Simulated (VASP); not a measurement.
# RbVTe3 in VASP: single point with PBE

Aim: the single point of RbVTe3 with PBE.

Everything below comes from runs of VASP 6.6.1. Logs are shortened: lines on timing, memory, paths and dates and some standing lists are left out, and cuts for length are marked.

### Step 1. The cell of the first run

The typed cell holds 10 atoms: a = 7.328 Å, b = 7.328 Å, c = 6.220 Å, α = 90.00°, β = 90.00°, γ = 120.00°.

### Step 2. Single point, PBE

File INCAR:

```
  ALGO = Normal
  EDIFF = 1E-6
  ENCUT = 520
  GGA = PE
  ISIF = 2
  ISMEAR = -1
  LASPH = T
  LCHARG = F
  LREAL = F
  LWAVE = F
  NBANDS = 51
  NELM = 100
  PREC = Accurate
  SIGMA = 0.0125
```

File KPOINTS:

```
k-points
0
Gamma
  3 3 3
```

File POSCAR:

```
RbVTe3
1.0
    7.3283000000      0.0000000000      0.0000000000
   -3.6641500000      6.3464990000      0.0000000000
    0.0000000000      0.0000000000      6.2203770000
Rb Te V
2 6 2
Direct
    0.3333000000      0.6667000000      0.7500000000
    0.6666000000      0.3333000000      0.2500000000
    0.1640000000      0.3280000000      0.2500000000
    0.8360000000      0.1640000000      0.7500000000
    0.6720000000      0.8360000000      0.2500000000
    0.8360000000      0.6720000000      0.7500000000
    0.1640000000      0.8360000000      0.2500000000
    0.3280000000      0.1640000000      0.7500000000
    0.0000000000      0.0000000000      0.0000000000
    0.0000000000      0.0000000000      0.5000000000
```

Potentials or basis: VASP PAW PBE potentials, release 64 (Rb_sv, Te, V_sv).

Command:

```console
$ cat potpaw_PBE.64/Rb_sv/POTCAR potpaw_PBE.64/Te/POTCAR potpaw_PBE.64/V_sv/POTCAR > POTCAR
$ mpirun -np 1 vasp_std > vasp.out
```

OUTCAR:

```text
EDIFF = 1E-6
   ENCUT = 520
   GGA = PE
   ISIF = 2
   ISMEAR = -1
   LASPH = T
   LREAL = F
   NELM = 100
   PREC = Accurate

 ion  position               nearest neighbor table
   1  0.333  0.667  0.750-   6 3.66   8 3.66   4 3.66   4 3.66   6 3.66   8 3.66   7 3.78   7 3.78
                             5 3.78   5 3.78   3 3.78   3 3.78   2 5.25   2 5.25   2 5.25   2 5.25
   2  0.667  0.333  0.250-   3 3.66   7 3.66   5 3.66   5 3.66   3 3.66   7 3.66   8 3.78   8 3.78
                             4 3.78   4 3.78   6 3.78   6 3.78   1 5.25   1 5.25   1 5.25   1 5.25
   3  0.164  0.328  0.250-   9 2.60  10 2.60   5 3.61   7 3.61   2 3.66   2 3.66   1 3.78   1 3.78

   4  0.836  0.164  0.750-   9 2.60  10 2.60   8 3.61   6 3.61   1 3.66   1 3.66   2 3.78   2 3.78

   5  0.672  0.836  0.250-   9 2.60  10 2.60   7 3.61   3 3.61   2 3.66   2 3.66   1 3.78   1 3.78

   6  0.836  0.672  0.750-   9 2.60  10 2.60   4 3.61   8 3.61   1 3.66   1 3.66   2 3.78   2 3.78

   7  0.164  0.836  0.250-   9 2.60  10 2.60   5 3.61   3 3.61   2 3.66   2 3.66   1 3.78   1 3.78

   8  0.328  0.164  0.750-   9 2.60  10 2.60   4 3.61   6 3.61   1 3.66   1 3.66   2 3.78   2 3.78

   9  0.000  0.000  0.000-   4 2.60   5 2.60   7 2.60   8 2.60   3 2.60   6 2.60
  10  0.000  0.000  0.500-   4 2.60   5 2.60   7 2.60   8 2.60   3 2.60   6 2.60

  LATTYP: Found a hexagonal cell.
 ALAT       =     7.3283000000
 C/A-ratio  =     0.8488158236

  Lattice vectors:

 A1 = (   7.3283000000,   0.0000000000,   0.0000000000)
 A2 = (  -3.6641500000,   6.3464990000,   0.0000000000)
 A3 = (   0.0000000000,   0.0000000000,   6.2203770000)

Analysis of symmetry for initial positions (statically):
=====================================================================
 Subroutine PRICEL returns:
 Original cell was already a primitive cell.

 Routine SETGRP: Setting up the symmetry group for a
 hexagonal supercell.

 Subroutine GETGRP returns: Found  4 space group operations
 (whereof  2 operations were pure point group operations)
 out of a pool of 24 trial point group operations.

The static configuration has the point symmetry C_2 .
 The point group associated with its full space group is C_2v.

Analysis of symmetry for dynamics (positions and initial velocities):
=====================================================================
 Subroutine PRICEL returns:
 Original cell was already a primitive cell.

 Routine SETGRP: Setting up the symmetry group for a
 hexagonal supercell.

 Subroutine GETGRP returns: Found  4 space group operations
 (whereof  2 operations were pure point group operations)
[... 112 lines left out ...]
   PSTRESS=    0.0 pullay stress
   NELECT =      80.0000    total number of electrons
   NUPDOWN=      -1.0000    fix difference up-down
   EMIN   =  10.00;   EMAX   =-10.00  energy-range for DOS
   EFERMI =   0.00;   METHOD = LEGACY
   ISMEAR =    -1;   SIGMA  =   0.01  broadening in eV -4-tet -1-fermi 0-gaus
   EFERMI_NEDOS =   21; number of points for ismear=-14 and -15
   IALGO  =     38    algorithm
   IMIX   =      4    mixing-type and parameters
     AMIX     =   0.40;   BMIX     =  1.00
     AMIX_MAG =   1.60;   BMIX_MAG =  1.00
  volume/ion in A,a.u.               =      28.93       195.23
  Fermi-wavevector in a.u.,A,eV,Ry     =   1.066564  2.015513 15.477416  1.137558
  Thomas-Fermi vector in A             =   2.202152
   LORBIT       =      0    0 simple, 1 ext, 2 COOP (PROOUT), +10 PAW based schemes
   GGA     = PE    functional components
   LHFCALC =     F    Hartree Fock is set to
   AEXX    =    0.0000 exact exchange contribution
   IVDW    =     0    specifies the selected vdW correction
   LEPSILON=     F    determine dielectric tensor
   LRPA    =     F    only Hartree local field effects (RPA)
 non-spin polarized calculation
  energy-cutoff  :      520.00
  volume of cell :      289.30
 maximum number of plane-waves:      7836
 NGX is ok and might be reduce to    54
   NGX = 27   NGY = 27   NGZ = 23

 number of electron      80.0000006 magnetization

 Free energy of the ion-electron system (eV)
  ---------------------------------------------------
  ext. energy  EPLUGINS =         0.00000000
  ---------------------------------------------------
  free energy    TOTEN  =       -42.54126353 eV

  energy without entropy =      -42.52130218  energy(sigma->0) =      -42.53128285

 E-fermi :   5.7529     XC(G=0):  -9.3633

 val. band max:        5.7526629551   @ k =   0.3333  -0.0000   0.3333
 cond. band min:       5.7964394958   @ k =   0.0000   0.0000   0.3333
 fundamental gap:      0.0437765407
 Fermi energy:         5.7528746327

 k-point     1 :       0.0000    0.0000    0.0000
  band No.  band energies     occupation
      1     -58.8619      2.00000
      2     -58.8513      2.00000
      3     -32.8018      2.00000
      4     -32.8018      2.00000
      5     -32.7843      2.00000
      6     -32.7843      2.00000
[... 421 lines left out ...]
     50       8.1321      0.00000
     51      10.1318      0.00000

------------------------ aborting loop because EDIFF is reached ----------------------------------------

  FORCE on cell =-STRESS in cart. coord.  units (eV):
  Direction    XX          YY          ZZ          XY          YZ          ZX
  --------------------------------------------------------------------------------------
  -------------------------------------------------------------------------------------
  Total       11.8969770     11.8962098      8.7572524      0.0000000      0.0000000      0.0000000
  in kB       65.8859848     65.8817359     48.4980509      0.0000000      0.0000000      0.0000000
  external PRESSURE =      60.0885905 kB  Pullay stress =       0.0000000 kB

 VOLUME and BASIS-vectors are now :
 -----------------------------------------------------------------------------
  energy-cutoff  :      520.00
  volume of cell :      289.30
      direct lattice vectors                 reciprocal lattice vectors
     7.328300000  0.000000000  0.000000000     0.136457296  0.078783594  0.000000000
    -3.664150000  6.346499000  0.000000000     0.000000000  0.157567188  0.000000000
     0.000000000  0.000000000  6.220377000     0.000000000  0.000000000  0.160761960

 POSITION                                       TOTAL-FORCE (eV/Angst)
 -----------------------------------------------------------------------------------
     -0.00037      4.23121      4.66528         0.000711     -0.000437      0.000000
      3.66378      2.11529      1.55509         0.000711      0.000437      0.000000
      0.00000      2.08165      1.55509        -0.000444      1.187570      0.000000
      5.52554      1.04083      4.66528        -1.028423      0.593829      0.000000
      1.86139      5.30567      1.55509        -1.028423     -0.593829      0.000000
      3.66415      4.26485      4.66528        -0.000444     -1.187570     -0.000000
     -1.86139      5.30567      1.55509         1.028129     -0.594172      0.000000
      1.80276      1.04083      4.66528         1.028129      0.594172     -0.000000
      0.00000      0.00000      0.00000         0.000027      0.000000      0.000000
      0.00000      0.00000      3.11019         0.000027      0.000000      0.000000
 -----------------------------------------------------------------------------------
    total drift:                               -0.000001     -0.000000      0.000000

  FREE ENERGIE OF THE ION-ELECTRON SYSTEM (eV)
  ---------------------------------------------------
  free  energy   TOTEN  =       -42.5412635295 eV

  energy  without entropy=      -42.5213021773  energy(sigma->0) =      -42.53128285
```

stdout:

```text
POSCAR found type information on POSCAR RbTeV
 POSCAR found :  3 types and      10 ions
 scaLAPACK will be used
 LDA part: xc-table for (Slater+PW92), standard interpolation
 POSCAR, INCAR and KPOINTS ok, starting setup
 FFT: planning ... GRIDC
 FFT: planning ... GRID_SOFT
 FFT: planning ... GRID
 WAVECAR not read
 entering main loop
```

Run time: 4.9 min. Hardware: 1 thread of Intel Xeon Platinum 8175M at 2.50GHz (Skylake/Cascade Lake), shared host; peak memory 0.45 GiB.

Results:

* Free energy: -42.5413 eV
* Pressure: 6.0 GPa
* Largest force: 1.188 eV/Å
* Band gap on the k mesh: zero (bands 40 and 41 overlap by 0.05 eV)

Forces on the atoms (eV/Å):
```
Rb   0.001  0.000  0.000
Rb   0.001  0.000  0.000
Te   0.000  1.188  0.000
Te  -1.028  0.594  0.000
Te  -1.028 -0.594  0.000
Te   0.000 -1.188  0.000
Te   1.028 -0.594  0.000
Te   1.028  0.594  0.000
V    0.000  0.000  0.000
V    0.000  0.000  0.000
```

Stress tensor (GPa, compression positive):
```
6.59 0.00 0.00
0.00 6.59 0.00
0.00 0.00 4.85
```

Caveat: the cell stands under pressure; spin-orbit coupling is left out, which moves the levels of the heavy elements; forces of over 1 eV/Å act on the atoms, so gaps and moduli don't describe the material at rest.

The gap in the log of VASP goes by the Fermi energy; the results here count the filled bands.